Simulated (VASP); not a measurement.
# BAs: single point with BLYP+D4

BAs:

```
As B
1.0
     0.00000    2.37247    2.37247
     2.37247    0.00000    2.37247
     2.37247    2.37247    0.00000
As B
1 1
Direct
  0.75000 0.75000 0.75000
  0.00000 0.00000 0.00000
```

```yaml
Program: VASP 6.6.1
Task: single point
Functional: BLYP
Dispersion: D4
Potentials_or_basis: VASP PAW PBE potentials, release 64 (As_d, B)
Cutoff: 560 eV
k_mesh: 10 × 10 × 10
Occupations: fermi-dirac, width 0.05 eV
Spin: no spin polarisation
```

* Pressure: 1.9 GPa
* Band gap on the k mesh: 1.39 eV (least direct gap 3.39 eV)
* Dispersion energy per atom: -0.743 eV

Levels at points of the mesh, in eV from the valence-band top:
```
           k point  band 7  band 8  band 9  band 10  band 11  band 12
(0.00, 0.00, 0.00)    0.00    0.00    0.00     3.39     3.39     3.39
(0.50, 0.00, 0.00)   -8.77   -1.83   -1.83     2.90     4.96     4.96
(0.50, 0.50, 0.00)   -8.51   -4.08   -4.08     1.66     1.68    11.52
```

It took 18 s on 1 thread of AMD EPYC 9R45 96-Core Processor (Zen 5), with other jobs on the host, peak memory 0.14 GiB.

Caveat: the PAW data sets were made with another functional, which shifts forces and pressure a little. A k mesh can miss the band edges.
